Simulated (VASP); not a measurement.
# HfC (WC type) (P-6m2) in VASP: notebook

Runs on HfC (WC type). Level: PBE. Tasks: single point.

All numbers are computed with VASP 6.6.1; they aren't measurements. Logs are shortened: lines on timing, memory, paths and dates and some standing lists are left out, and cuts for length are marked.

## (1) The cell of the first run

It takes space group P-6m2 (No. 187, hexagonal). Conventional cell: a = 3.033 Å, b = 3.033 Å, c = 2.792 Å, α = 90.00°, β = 90.00°, γ = 120.00°. Hf (site symmetry -6m2) has 6 C at 2.24 Å and 2 Hf at 2.79 Å within 3.0 Å. Within 3.0 Å of C (site symmetry -6m2) lie 6 Hf at 2.24 Å and 2 C at 2.79 Å.

## (2) Single point, PBE

File INCAR:

```
PREC = Accurate
ENCUT = 520
EDIFF = 1E-7
ISMEAR = -1
SIGMA = 0.1
LREAL = False
LASPH = True
NELM = 60
ALGO = Normal
ISIF = 2
LWAVE = False
LCHARG = True
GGA = PE
LELF = True
LVHAR = True
NBANDS = 14
```

File KPOINTS:

```
Automatic mesh
0
Gamma
  15 15 14
```

File POSCAR:

```
HfC
1.0
    3.0331169449      0.0000000000      0.0000000000
   -1.5165584724      2.6267563269      0.0000000000
    0.0000000000      0.0000000000      2.7924540108
Hf C
1 1
Direct
    0.0000000000      0.0000000000      0.0000000000
    0.3333333333      0.6666666667      0.5000000000
```

Potentials or basis: VASP PAW PBE potentials, release 64 (Hf_pv, C).

Run with:

```bash
$ cat potpaw_PBE.64/Hf_pv/POTCAR potpaw_PBE.64/C/POTCAR > POTCAR
$ mpirun -np 1 vasp_std > vasp.out
```

OUTCAR:

```text
PREC = Accurate
   ENCUT = 520
   EDIFF = 1E-7
   ISMEAR = -1
   LREAL = False
   LASPH = True
   NELM = 60
   ISIF = 2
   GGA = PE

 ion  position               nearest neighbor table
   1  0.000  0.000  0.000-   2 2.24   2 2.24   2 2.24   2 2.24   2 2.24   2 2.24
   2  0.333  0.667  0.500-   1 2.24   1 2.24   1 2.24   1 2.24   1 2.24   1 2.24

  LATTYP: Found a hexagonal cell.
 ALAT       =     3.0331169449
 C/A-ratio  =     0.9206549109

  Lattice vectors:

 A1 = (   3.0331169449,   0.0000000000,   0.0000000000)
 A2 = (  -1.5165584724,   2.6267563269,   0.0000000000)
 A3 = (   0.0000000000,   0.0000000000,   2.7924540108)

Analysis of symmetry for initial positions (statically):
=====================================================================
 Subroutine PRICEL returns:
 Original cell was already a primitive cell.

 Routine SETGRP: Setting up the symmetry group for a
 hexagonal supercell.

 Subroutine GETGRP returns: Found 12 space group operations
 (whereof 12 operations were pure point group operations)
 out of a pool of 24 trial point group operations.

The static configuration has the point symmetry D_3h.

Analysis of symmetry for dynamics (positions and initial velocities):
=====================================================================
 Subroutine PRICEL returns:
 Original cell was already a primitive cell.

 Routine SETGRP: Setting up the symmetry group for a
 hexagonal supercell.

 Subroutine GETGRP returns: Found 12 space group operations
 (whereof 12 operations were pure point group operations)
 out of a pool of 24 trial point group operations.

The dynamic configuration has the point symmetry D_3h.

 Subroutine INISYM returns: Found 12 space group operations
 (whereof 12 operations are pure point group operations),
 and found     1 'primitive' translations

----------------------------------------------------------------------------------------

                                     Primitive cell

  volume of cell :      22.2482

  direct lattice vectors                    reciprocal lattice vectors
     3.033116945  0.000000000  0.000000000     0.329693849  0.190348832  0.000000000
    -1.516558472  2.626756327  0.000000000     0.000000000  0.380697665  0.000000000
     0.000000000  0.000000000  2.792454011     0.000000000  0.000000000  0.358107957

  length of vectors
     3.033116945  3.033116945  2.792454011     0.380697665  0.380697665  0.358107957

  position of ions in fractional coordinates (direct lattice)
     0.000000000  0.000000000  0.000000000
     0.333333333  0.666666667  0.500000000

  ion indices of the primitive-cell ions
   primitive index   ion index
                 1           1
                 2           2

----------------------------------------------------------------------------------------

 KPOINTS: Automatic mesh

Automatic generation of k-mesh.
 Grid dimensions read from file:
 generate k-points for:   15   15   14

 Generating k-lattice:

  Cartesian coordinates                     Fractional coordinates (reciprocal lattice)
     0.021979590  0.012689922  0.000000000     0.066666667  0.000000000  0.000000000
     0.000000000  0.025379844  0.000000000     0.000000000  0.066666667  0.000000000
     0.000000000  0.000000000  0.025579140     0.000000000  0.000000000  0.071428571

  Length of vectors
     0.025379844  0.025379844  0.025579140

  Shift w.r.t. Gamma in fractional coordinates (k-lattice)
     0.000000000  0.000000000  0.000000000

 Subroutine IBZKPT returns following result:
 ===========================================

 Found    216 irreducible k-points:

 Following reciprocal coordinates:
            Coordinates               Weight
  0.000000  0.000000  0.000000      1.000000
  0.066667  0.000000  0.000000      6.000000
  0.133333  0.000000  0.000000      6.000000
  0.200000  0.000000  0.000000      6.000000
  0.266667  0.000000  0.000000      6.000000
  0.333333  0.000000  0.000000      6.000000
[... 16 lines left out ...]
  0.333333  0.200000  0.000000     12.000000
  0.400000  0.200000  0.000000      6.000000
 [... further k-points ...]
   k-points           NKPTS =    216   k-points in BZ     NKDIM =    216   number of bands    NBANDS=     14
   number of dos      NEDOS =    301   number of ions     NIONS =      2
   total plane-waves  NPLWV =  13824
   dimension x,y,z NGX =    24 NGY =   24 NGZ =   24
   dimension x,y,z NGXF=    48 NGYF=   48 NGZF=   48
   ions per type =               1   1
   NGX,Y,Z   is equivalent  to a cutoff of  13.15, 13.15, 14.29 a.u.
   NGXF,Y,Z  is equivalent  to a cutoff of  26.31, 26.31, 28.58 a.u.
 SYSTEM =  unknown system
   PREC   = accura    normal or accurate (medium, high low for compatibility)
   ISTART =      0    job   : 0-new  1-cont  2-samecut
   ICHARG =      2    charge: 1-file 2-atom 10-const
   ISPIN  =      1    spin polarized calculation?
   LNONCOLLINEAR =      F non collinear calculations
   LSORBIT =      F    spin-orbit coupling
   LASPH  =      T    aspherical Exc in radial PAW
   ENCUT  =  520.0 eV  38.22 Ry    6.18 a.u.   5.64  5.64  5.19*2*pi/ulx,y,z
   NELM   =     60;   NELMIN=  2; NELMDL= -5     # of ELM steps
   EDIFF  = 0.1E-06   stopping-criterion for ELM
   LREAL  =      F    real-space projection
   EDIFFG = 0.1E-05   stopping-criterion for IOM
   NSW    =      0    number of steps for IOM
   IBRION =     -1    ionic relax: 0-MD 1-quasi-New 2-CG
   NFREE  =      0    steps in history (QN), initial steepest desc. (CG)
   ISIF   =      2    stress and relaxation
   ISYM   =      2    0-nonsym 1-usesym 2-fastsym
   POTIM  = 0.5000    time-step for ionic-motion
   TEBEG  =    0.0;   TEEND  =   0.0 temperature during run
   PSTRESS=    0.0 pullay stress
   NELECT =      14.0000    total number of electrons
   NUPDOWN=      -1.0000    fix difference up-down
   EMIN   =  10.00;   EMAX   =-10.00  energy-range for DOS
   EFERMI =   0.00;   METHOD = LEGACY
   ISMEAR =    -1;   SIGMA  =   0.10  broadening in eV -4-tet -1-fermi 0-gaus
   EFERMI_NEDOS =   21; number of points for ismear=-14 and -15
   IALGO  =     38    algorithm
   IMIX   =      4    mixing-type and parameters
     AMIX     =   0.40;   BMIX     =  1.00
     AMIX_MAG =   1.60;   BMIX_MAG =  1.00
  volume/ion in A,a.u.               =      11.12        75.07
  Fermi-wavevector in a.u.,A,eV,Ry     =   1.402876  2.651051 26.777084  1.968060
  Thomas-Fermi vector in A             =   2.525594
   LORBIT       =      0    0 simple, 1 ext, 2 COOP (PROOUT), +10 PAW based schemes
   GGA     = PE    functional components
   LHFCALC =     F    Hartree Fock is set to
   AEXX    =    0.0000 exact exchange contribution
   IVDW    =     0    specifies the selected vdW correction
   LEPSILON=     F    determine dielectric tensor
   LRPA    =     F    only Hartree local field effects (RPA)
 non-spin polarized calculation
  energy-cutoff  :      520.00
  volume of cell :       22.25
 maximum number of plane-waves:       616
 NGX is ok and might be reduce to    24
   NGX = 11   NGY = 11   NGZ = 11

 number of electron      14.0000002 magnetization

 Free energy of the ion-electron system (eV)
  ---------------------------------------------------
  ext. energy  EPLUGINS =         0.00000000
  ---------------------------------------------------
  free energy    TOTEN  =       -19.00431251 eV

  energy without entropy =      -18.99281959  energy(sigma->0) =      -18.99856605

 E-fermi :   6.8173     XC(G=0): -12.8430

 val. band max:        6.7964128298   @ k =   0.3333   0.2667   0.4286
 cond. band min:       6.8278790156   @ k =   0.3333   0.0000   0.0000
 fundamental gap:      0.0314661858
 Fermi energy:         6.8172949062

 k-point     1 :       0.0000    0.0000    0.0000
  band No.  band energies     occupation
      1     -22.1985      2.00000
      2     -22.1985      2.00000
      3     -21.8116      2.00000
      4      -5.8781      2.00000
      5       5.0423      2.00000
      6       5.0423      2.00000
      7       5.2375      2.00000
      8       8.6718      0.00000
      9      13.1249      0.00000
     10      14.2504      0.00000
     11      14.2504      0.00000
     12      14.7205      0.00000
     13      14.7205      0.00000
     14      21.3223      0.00000

 k-point     2 :       0.0667    0.0000    0.0000
  band No.  band energies     occupation
      1     -22.2533      2.00000
      2     -22.2100      2.00000
      3     -21.8051      2.00000
      4      -5.7561      2.00000
      5       4.7571      2.00000
      6       5.1407      2.00000
      7       5.3697      2.00000
      8       8.4819      0.00000
      9      13.4807      0.00000
     10      14.2001      0.00000
     11      14.4535      0.00000
     12      14.5112      0.00000
     13      14.6658      0.00000
     14      21.3206      0.00000

 k-point     3 :       0.1333    0.0000    0.0000
  band No.  band energies     occupation
      1     -22.4053      2.00000
      2     -22.2425      2.00000
      3     -21.7866      2.00000
      4      -5.4083      2.00000
      5       4.1528      2.00000
      6       5.4223      2.00000
      7       5.6226      1.99999
      8       8.0097      0.00001
      9      13.7153      0.00000
     10      14.0612      0.00000
     11      14.5315      0.00000
     12      14.6852      0.00000
     13      14.9409      0.00000
     14      21.3163      0.00000
[... 324 lines left out ...]
 k-point    23 :       0.3333    0.2000    0.0000
  band No.  band energies     occupation
      1     -23.1938      2.00000
      2     -22.6908      2.00000
      3     -21.6518      2.00000
      4      -2.4727      2.00000
      5       2.0374      2.00000
      6       4.8228      2.00000
      7       5.9858      1.99951
      8       8.4284      0.00000
      9      11.7999      0.00000
     10      11.8374      0.00000
     11      14.2190      0.00000
     12      18.0884      0.00000
     13      20.2034      0.00000
     14      21.3214      0.00000

 k-point    24 :       0.4000    0.2000    0.0000
  band No.  band energies     occupation
      1     -23.2149      2.00000
      2     -22.7170      2.00000
      3     -21.6464      2.00000
      4      -2.3251      2.00000
      5       2.0286      2.00000
      6       4.6459      2.00000
      7       5.9333      1.99971
      8       8.6240      0.00000
      9      11.7348      0.00000
     10      11.9791      0.00000
     11      13.8181      0.00000
     12      18.1909      0.00000
     13      20.9781      0.00000
     14      21.2875      0.00000

 [... further k-points ...]
[... 5 lines left out ...]
  --------------------------------------------------------------------------------------
  -------------------------------------------------------------------------------------
  Total        6.4838487      6.4838487      6.3473062      0.0000000      0.0000000     -0.0000000
  in kB      466.9264553    466.9264553    457.0935155      0.0000000      0.0000000     -0.0000000
  external PRESSURE =     463.6488087 kB  Pullay stress =       0.0000000 kB

 VOLUME and BASIS-vectors are now :
 -----------------------------------------------------------------------------
  energy-cutoff  :      520.00
  volume of cell :       22.25
      direct lattice vectors                 reciprocal lattice vectors
     3.033116945  0.000000000  0.000000000     0.329693849  0.190348832  0.000000000
    -1.516558472  2.626756327  0.000000000     0.000000000  0.380697665  0.000000000
     0.000000000  0.000000000  2.792454011     0.000000000  0.000000000  0.358107957

 POSITION                                       TOTAL-FORCE (eV/Angst)
 -----------------------------------------------------------------------------------
      0.00000      0.00000      0.00000        -0.000000      0.000000      0.000000
     -0.00000      1.75117      1.39623         0.000000     -0.000000      0.000000
 -----------------------------------------------------------------------------------
    total drift:                                0.000000     -0.000000     -0.000000

  FREE ENERGIE OF THE ION-ELECTRON SYSTEM (eV)
  ---------------------------------------------------
  free  energy   TOTEN  =       -19.0043125131 eV

  energy  without entropy=      -18.9928195867  energy(sigma->0) =      -18.99856605
```

Run time: 30 s. Hardware: 1 thread of Intel Xeon Platinum 8488C (Sapphire Rapids), shared host; peak memory 0.19 GiB.

What came out:

```
Free energy            : -19.0043 eV
Pressure               : 46.4 GPa
Band gap on the k mesh : zero (band 7 reaches 7.19 eV, above the bottom of band 8 at 6.69 eV)
```

Stress tensor (GPa, compression positive):
```
46.69  0.00  0.00
 0.00 46.69  0.00
 0.00  0.00 45.71
```

Levels at points of the mesh, in eV from the Fermi level:
```
           k point  band 3  band 4  band 5  band 6  band 7  band 8  band 9  band 10  band 11  band 12
(0.00, 0.00, 0.00)  -28.63  -12.70   -1.77   -1.77   -1.58    1.85    6.31     7.43     7.43     7.90
(0.00, 0.00, 0.50)  -28.86   -8.36   -6.66   -0.43   -0.43    2.36    2.36     6.12     6.12     6.84
```

Caveat: spin-orbit coupling is left out, which moves the levels of the heavy elements.

## (3) Single point, PBE

File INCAR:

```
PREC     = Accurate       # precision mode
ENCUT    = 520            # plane-wave cutoff, eV
EDIFF    = 1E-6           # SCF threshold, eV
ISMEAR   = -1             # smearing method
SIGMA    = 0.1            # smearing width, eV
LREAL    = False          # projectors in reciprocal space
LASPH    = True           # aspherical terms in the spheres
NELM     = 80             # most SCF steps
ALGO     = Normal         # electronic algorithm
ISIF     = 2              # what is computed and relaxed
LWAVE    = False          # write WAVECAR
LCHARG   = True           # write CHGCAR
GGA      = PE             # functional
LELF     = True           # ELF
LVHAR    = True         
NBANDS   = 14             # bands
```

KPOINTS is that of step 2.

File POSCAR:

```
HfC
1.0
    3.0332388733      0.0000000000      0.0000000000
   -1.5166194366      2.6268619200      0.0000000000
    0.0000000000      0.0000000000      2.7927943064
Hf C
1 1
Direct
    0.0000000000      0.0000000000      0.0000000000
    0.3333333333      0.6666666667      0.5000000000
```

Potentials or basis: VASP PAW PBE potentials, release 64 (Hf_pv, C).

Run with:

```bash
$ cat potpaw_PBE.64/Hf_pv/POTCAR potpaw_PBE.64/C/POTCAR > POTCAR
$ mpirun -np 1 vasp_std > vasp.out
```

OUTCAR:

```text
PREC = Accurate
   ENCUT = 520
   EDIFF = 1E-6
   ISMEAR = -1
   LREAL = False
   LASPH = True
   NELM = 80
   ISIF = 2
   GGA = PE

 ion  position               nearest neighbor table
   1  0.000  0.000  0.000-   2 2.24   2 2.24   2 2.24   2 2.24   2 2.24   2 2.24
   2  0.333  0.667  0.500-   1 2.24   1 2.24   1 2.24   1 2.24   1 2.24   1 2.24

  LATTYP: Found a hexagonal cell.
 ALAT       =     3.0332388733
 C/A-ratio  =     0.9207300918

  Lattice vectors:

 A1 = (   3.0332388733,   0.0000000000,   0.0000000000)
[... 586 lines left out ...]
     10      11.9773      0.00000
     11      13.8148      0.00000
     12      18.1867      0.00000
     13      20.9736      0.00000
     14      21.2847      0.00000

 [... further k-points ...]
[... 5 lines left out ...]
  --------------------------------------------------------------------------------------
  -------------------------------------------------------------------------------------
  Total        6.4768916      6.4768916      6.3325775      0.0000000      0.0000000     -0.0000000
  in kB      466.3311245    466.3311245    455.9406216      0.0000000      0.0000000     -0.0000000
  external PRESSURE =     462.8676236 kB  Pullay stress =       0.0000000 kB

 VOLUME and BASIS-vectors are now :
 -----------------------------------------------------------------------------
  energy-cutoff  :      520.00
  volume of cell :       22.25
      direct lattice vectors                 reciprocal lattice vectors
     3.033238873  0.000000000  0.000000000     0.329680596  0.190341181  0.000000000
    -1.516619437  2.626861920  0.000000000     0.000000000  0.380682362  0.000000000
     0.000000000  0.000000000  2.792794306     0.000000000  0.000000000  0.358064322

 POSITION                                       TOTAL-FORCE (eV/Angst)
 -----------------------------------------------------------------------------------
      0.00000      0.00000      0.00000         0.000000      0.000000      0.000000
     -0.00000      1.75124      1.39640        -0.000000      0.000000      0.000000
 -----------------------------------------------------------------------------------
    total drift:                                0.000000     -0.000000     -0.000000

  FREE ENERGIE OF THE ION-ELECTRON SYSTEM (eV)
  ---------------------------------------------------
  free  energy   TOTEN  =       -19.0056080952 eV

  energy  without entropy=      -18.9941137990  energy(sigma->0) =      -18.99986095
```

OSZICAR:

```text
N       E                     dE             d eps       ncg     rms          rms(c)
DAV:   1     0.283660448439E+02    0.28366E+02   -0.75187E+03  6064   0.977E+02
DAV:   2    -0.211711454821E+02   -0.49537E+02   -0.46595E+02  7694   0.208E+02
DAV:   3    -0.226516496450E+02   -0.14805E+01   -0.14762E+01  7368   0.271E+01
DAV:   4    -0.226573403937E+02   -0.56907E-02   -0.56904E-02  7260   0.208E+00
DAV:   5    -0.226573739347E+02   -0.33541E-04   -0.33541E-04  7350   0.137E-01    0.657E+01
DAV:   6    -0.190592743054E+02    0.35981E+01   -0.12350E+01  6870   0.198E+01    0.469E+01
DAV:   7    -0.190225196170E+02    0.36755E-01   -0.75986E-01  7956   0.556E+00    0.262E+01
DAV:   8    -0.190118307433E+02    0.10689E-01   -0.75869E-02  7374   0.181E+00    0.603E+00
DAV:   9    -0.190057924452E+02    0.60383E-02   -0.22838E-02  7566   0.801E-01    0.132E+00
DAV:  10    -0.190056054512E+02    0.18699E-03   -0.12743E-03  6966   0.227E-01    0.174E-01
DAV:  11    -0.190056092993E+02   -0.38480E-05   -0.41230E-05  7446   0.485E-02    0.175E-01
DAV:  12    -0.190056080824E+02    0.12169E-05   -0.12621E-05  7464   0.233E-02    0.287E-03
DAV:  13    -0.190056080952E+02   -0.12864E-07   -0.57663E-07  4482   0.637E-03
   1 F= -.19005608E+02 E0= -.18999861E+02  d E =-.114943E-01
```

It took 25 s on 1 thread of Intel Xeon Platinum 8488C (Sapphire Rapids), shared host; peak memory 0.19 GiB.

Results:

- Free energy: -19.0056 eV
- Pressure: 46.3 GPa
- Band gap on the k mesh: zero (band 7 reaches 7.19 eV, above the bottom of band 8 at 6.69 eV)

Stress tensor (GPa, compression positive):
```
46.63  0.00  0.00
 0.00 46.63  0.00
 0.00  0.00 45.59
```

Caveat: spin-orbit coupling is left out, which moves the levels of the heavy elements.
